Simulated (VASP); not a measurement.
# ZnSe (P4/nmm) in VASP: notebook

The runs below take ZnSe through single point, with PBE.

All numbers are computed with VASP 6.6.1; they aren't measurements. Logs are shortened: lines on timing, memory, paths and dates and some standing lists are left out, and cuts for length are marked.

## Step 1: The cell of the first run

It takes space group P4/nmm (No. 129, tetragonal). The conventional cell has a = 4.024 Å, b = 4.024 Å, c = 5.946 Å, α = 90.00°, β = 90.00°, γ = 90.00°. Within 3.3 Å of Se (site symmetry 4mm) lie 4 Zn at 2.49 Å. Zn (site symmetry -4m2) has 4 Se at 2.49 Å and 4 Zn at 2.85 Å within 3.3 Å.

## Step 2: Single point, PBE

INCAR

```
SYSTEM = ZnSe
PREC = Accurate
ENCUT = 520
EDIFF = 1E-6
ISMEAR = -1
SIGMA = 0.05
LREAL = .FALSE.
LASPH = .TRUE.
NELM = 100
ALGO = Normal
ISIF = 2
LWAVE = .FALSE.
LCHARG = .FALSE.
GGA = PE
NBANDS = 26
```

KPOINTS

```
Automatic mesh
0
G
  7 7 5
  0 0 0
```

POSCAR

```
ZnSe
1.0
    4.0238478179      0.0000000000      0.0000000000
    0.0000000000      4.0238478179      0.0000000000
    0.0000000000      0.0000000000      5.9464305350
Se Zn
2 2
Direct
    0.5000000000      0.0000000000      0.7537200000
    0.0000000000      0.5000000000      0.2462800000
    0.5000000000      0.5000000000      0.0000000000
    0.0000000000      0.0000000000      0.0000000000
```

Potentials or basis: VASP PAW PBE potentials, release 64 (Se, Zn).

Started as:

```bash
$ cat potpaw_PBE.64/Se/POTCAR potpaw_PBE.64/Zn/POTCAR > POTCAR
$ mpirun -np 1 vasp_std > vasp.out
```

OUTCAR:

```text
SYSTEM = ZnSe
   PREC = Accurate
   ENCUT = 520
   EDIFF = 1E-6
   ISMEAR = -1
   LREAL = .FALSE.
   LASPH = .TRUE.
   NELM = 100
   ISIF = 2
   GGA = PE

 ion  position               nearest neighbor table
   1  0.500  0.000  0.754-   3 2.49   4 2.49   3 2.49   4 2.49
   2  0.000  0.500  0.246-   3 2.49   4 2.49   4 2.49   3 2.49
   3  0.500  0.500  0.000-   1 2.49   2 2.49   1 2.49   2 2.49   4 2.85   4 2.85   4 2.85   4 2.85

   4  0.000  0.000  0.000-   1 2.49   2 2.49   2 2.49   1 2.49   3 2.85   3 2.85   3 2.85   3 2.85

  LATTYP: Found a simple tetragonal cell.
 ALAT       =     4.0238478179
 C/A-ratio  =     1.4777970749

  Lattice vectors:

 A1 = (   4.0238478179,   0.0000000000,   0.0000000000)
 A2 = (   0.0000000000,   4.0238478179,   0.0000000000)
 A3 = (   0.0000000000,   0.0000000000,   5.9464305350)

Analysis of symmetry for initial positions (statically):
=====================================================================
 Subroutine PRICEL returns:
 Original cell was already a primitive cell.

 Routine SETGRP: Setting up the symmetry group for a
 simple tetragonal supercell.

 Subroutine GETGRP returns: Found 16 space group operations
 (whereof  8 operations were pure point group operations)
 out of a pool of 16 trial point group operations.

The static configuration has the point symmetry D_2d.
 The point group associated with its full space group is D_4h.

Analysis of symmetry for dynamics (positions and initial velocities):
=====================================================================
 Subroutine PRICEL returns:
 Original cell was already a primitive cell.

 Routine SETGRP: Setting up the symmetry group for a
 simple tetragonal supercell.

 Subroutine GETGRP returns: Found 16 space group operations
 (whereof  8 operations were pure point group operations)
 out of a pool of 16 trial point group operations.

The dynamic configuration has the point symmetry D_2d.
 The point group associated with its full space group is D_4h.

 Subroutine INISYM returns: Found 16 space group operations
 (whereof  8 operations are pure point group operations),
 and found     1 'primitive' translations

----------------------------------------------------------------------------------------

                                     Primitive cell

  volume of cell :      96.2807

  direct lattice vectors                    reciprocal lattice vectors
[... 91 lines left out ...]
   EDIFF  = 0.1E-05   stopping-criterion for ELM
   LREAL  =      F    real-space projection
   EDIFFG = 0.1E-04   stopping-criterion for IOM
   NSW    =      0    number of steps for IOM
   IBRION =     -1    ionic relax: 0-MD 1-quasi-New 2-CG
   NFREE  =      0    steps in history (QN), initial steepest desc. (CG)
   ISIF   =      2    stress and relaxation
   ISYM   =      2    0-nonsym 1-usesym 2-fastsym
   POTIM  = 0.5000    time-step for ionic-motion
   TEBEG  =    0.0;   TEEND  =   0.0 temperature during run
   PSTRESS=    0.0 pullay stress
   NELECT =      36.0000    total number of electrons
   NUPDOWN=      -1.0000    fix difference up-down
   EMIN   =  10.00;   EMAX   =-10.00  energy-range for DOS
   EFERMI =   0.00;   METHOD = LEGACY
   ISMEAR =    -1;   SIGMA  =   0.05  broadening in eV -4-tet -1-fermi 0-gaus
   EFERMI_NEDOS =   21; number of points for ismear=-14 and -15
   IALGO  =     38    algorithm
   IMIX   =      4    mixing-type and parameters
     AMIX     =   0.40;   BMIX     =  1.00
     AMIX_MAG =   1.60;   BMIX_MAG =  1.00
  volume/ion in A,a.u.               =      24.07       162.43
  Fermi-wavevector in a.u.,A,eV,Ry     =   1.179404  2.228750 18.925613  1.390993
  Thomas-Fermi vector in A             =   2.315715
   LORBIT       =      0    0 simple, 1 ext, 2 COOP (PROOUT), +10 PAW based schemes
   GGA     = PE    functional components
   LHFCALC =     F    Hartree Fock is set to
   AEXX    =    0.0000 exact exchange contribution
   IVDW    =     0    specifies the selected vdW correction
   LEPSILON=     F    determine dielectric tensor
   LRPA    =     F    only Hartree local field effects (RPA)
 non-spin polarized calculation
  energy-cutoff  :      520.00
  volume of cell :       96.28
 maximum number of plane-waves:      2630
 NGX is ok and might be reduce to    30
   NGX = 15   NGY = 15   NGZ = 23

 number of electron      36.0000055 magnetization

 Free energy of the ion-electron system (eV)
  ---------------------------------------------------
  ext. energy  EPLUGINS =         0.00000000
  ---------------------------------------------------
  free energy    TOTEN  =       -11.36244053 eV

  energy without entropy =      -11.36244053  energy(sigma->0) =      -11.36244053

 E-fermi :   2.1433     XC(G=0):  -8.9318

 val. band max:        1.1101866348   @ k =   0.0000   0.0000   0.0000
 cond. band min:       3.1445394419   @ k =   0.0000   0.0000   0.0000
 fundamental gap:      2.0343528071
 Fermi energy:         2.1433287569

 k-point     1 :       0.0000    0.0000    0.0000
  band No.  band energies     occupation
      1     -12.1542      2.00000
      2     -11.0941      2.00000
      3      -5.8254      2.00000
      4      -5.8172      2.00000
      5      -5.7310      2.00000
      6      -5.7310      2.00000
[... 685 lines left out ...]
     25       9.6332      0.00000
     26      10.2080      0.00000

 [... further k-points ...]

------------------------ aborting loop because EDIFF is reached ----------------------------------------

  FORCE on cell =-STRESS in cart. coord.  units (eV):
  Direction    XX          YY          ZZ          XY          YZ          ZX
  --------------------------------------------------------------------------------------
  -------------------------------------------------------------------------------------
  Total        2.2589602      2.2589602      2.0580104      0.0000000      0.0000000      0.0000000
  in kB       37.5906392     37.5906392     34.2466971      0.0000000      0.0000000      0.0000000
  external PRESSURE =      36.4759919 kB  Pullay stress =       0.0000000 kB

 VOLUME and BASIS-vectors are now :
 -----------------------------------------------------------------------------
  energy-cutoff  :      520.00
  volume of cell :       96.28
      direct lattice vectors                 reciprocal lattice vectors
     4.023847818  0.000000000  0.000000000     0.248518345  0.000000000  0.000000000
     0.000000000  4.023847818  0.000000000     0.000000000  0.248518345  0.000000000
     0.000000000  0.000000000  5.946430535     0.000000000  0.000000000  0.168168113

 POSITION                                       TOTAL-FORCE (eV/Angst)
 -----------------------------------------------------------------------------------
      2.01192      0.00000      4.48194         0.000000     -0.000000     -0.603592
      0.00000      2.01192      1.46449         0.000000      0.000000      0.603592
      2.01192      2.01192      0.00000         0.000000      0.000000      0.000000
      0.00000      0.00000      0.00000         0.000000     -0.000000      0.000000
 -----------------------------------------------------------------------------------
    total drift:                                0.000000      0.000000     -0.000000

  FREE ENERGIE OF THE ION-ELECTRON SYSTEM (eV)
  ---------------------------------------------------
  free  energy   TOTEN  =       -11.3624405259 eV

  energy  without entropy=      -11.3624405258  energy(sigma->0) =      -11.36244053
```

OSZICAR:

```text
N       E                     dE             d eps       ncg     rms          rms(c)
DAV:   1     0.232239174405E+03    0.23224E+03   -0.16922E+04  1560   0.156E+03
DAV:   2     0.993078314491E+01   -0.22231E+03   -0.21305E+03  1634   0.333E+02
DAV:   3    -0.115935793648E+02   -0.21524E+02   -0.21343E+02  1890   0.104E+02
DAV:   4    -0.120162202754E+02   -0.42264E+00   -0.42186E+00  1758   0.147E+01
DAV:   5    -0.120189512393E+02   -0.27310E-02   -0.27305E-02  1836   0.110E+00    0.765E+00
DAV:   6    -0.113856329017E+02    0.63332E+00   -0.14992E+00  2154   0.326E+01    0.611E+00
DAV:   7    -0.113639000625E+02    0.21733E-01   -0.55691E-01  1686   0.537E+00    0.258E+00
DAV:   8    -0.113620449193E+02    0.18551E-02   -0.10811E-02  1794   0.773E-01    0.597E-01
DAV:   9    -0.113622333057E+02   -0.18839E-03   -0.19752E-03  1856   0.612E-01    0.979E-02
DAV:  10    -0.113624146907E+02   -0.18138E-03   -0.57297E-04  1714   0.262E-01    0.400E-02
DAV:  11    -0.113624378200E+02   -0.23129E-04   -0.88447E-05  1738   0.103E-01    0.147E-02
DAV:  12    -0.113624376909E+02    0.12913E-06   -0.29512E-05  1754   0.299E-02    0.469E-03
DAV:  13    -0.113624401152E+02   -0.24244E-05   -0.52246E-06  1646   0.175E-02    0.335E-03
DAV:  14    -0.113624405259E+02   -0.41070E-06   -0.36288E-07  1234   0.612E-03
   1 F= -.11362441E+02 E0= -.11362441E+02  d E =-.104734E-09
```

stdout:

```text
POSCAR found type information on POSCAR SeZn
 POSCAR found :  2 types and       4 ions
 scaLAPACK will be used
 LDA part: xc-table for (Slater+PW92), standard interpolation
 POSCAR, INCAR and KPOINTS ok, starting setup
 FFT: planning ... GRIDC
 FFT: planning ... GRID_SOFT
 FFT: planning ... GRID
 WAVECAR not read
 entering main loop
```

Run time: 78 s. Hardware: 1 thread of Intel Xeon 8259CL, shared host; peak memory 0.23 GiB.

What came out:

```
Free energy            : -11.3624 eV
Pressure               : 3.6 GPa
Largest force          : 0.604 eV/Å
Band gap on the k mesh : 2.03 eV
```

Forces in eV/Å, atoms in the order of the input:
```
Se   0.000  0.000 -0.604
Se   0.000  0.000  0.604
Zn   0.000  0.000  0.000
Zn   0.000  0.000  0.000
```

Stress tensor (GPa, compression positive):
```
3.76 0.00 0.00
0.00 3.76 0.00
0.00 0.00 3.42
```

Caveat: the cell stands under pressure; an odd mesh through Γ misses points on the zone boundary, where band edges can lie.

[end of part 1 of 2]
